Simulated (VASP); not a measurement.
Here is a VASP 6.6.1 calculation.

INCAR

```
  PREC = Accurate
  ENCUT = 520
  EDIFF = 1E-7
  ISMEAR = -1
  SIGMA = 0.1
  LREAL = F
  LASPH = T
  NELM = 100
  ALGO = Normal
  ISIF = 2
  LWAVE = F
  LCHARG = T
  GGA = PS
  LELF = T
  LVHAR = T
  NBANDS = 62
```

The input KPOINTS:

```
Automatic mesh
0
Gamma
  7 7 7
```

File POSCAR:

```
Nb
1.0
    5.2390584319      0.0000000000      0.0000000000
    0.0000000000      5.2390584319      0.0000000000
    0.0000000000      0.0000000000      5.2390584319
Nb
8
Direct
    0.0000000000      0.0000000000      0.0000000000
    0.5000000000      0.5000000000      0.5000000000
    0.2500000000      0.0000000000      0.5000000000
    0.7500000000      0.0000000000      0.5000000000
    0.5000000000      0.2500000000      0.0000000000
    0.5000000000      0.7500000000      0.0000000000
    0.0000000000      0.5000000000      0.2500000000
    0.0000000000      0.5000000000      0.7500000000
```

Potentials or basis: VASP PAW PBE potentials, release 64 (Nb_sv).

The run is started by

```sh
$ cat potpaw_PBE.64/Nb_sv/POTCAR > POTCAR
$ mpirun -np 1 vasp_std > vasp.out
```

(1) Predict the pressure.

(2) What does it give for the band gap on the k mesh?

Answers

(1) -0.3 GPa.

(2) zero (band 52 reaches 11.26 eV, above the bottom of band 53 at 10.84 eV).

Caveat: the PAW data sets were made with another functional, which shifts forces and pressure a little.
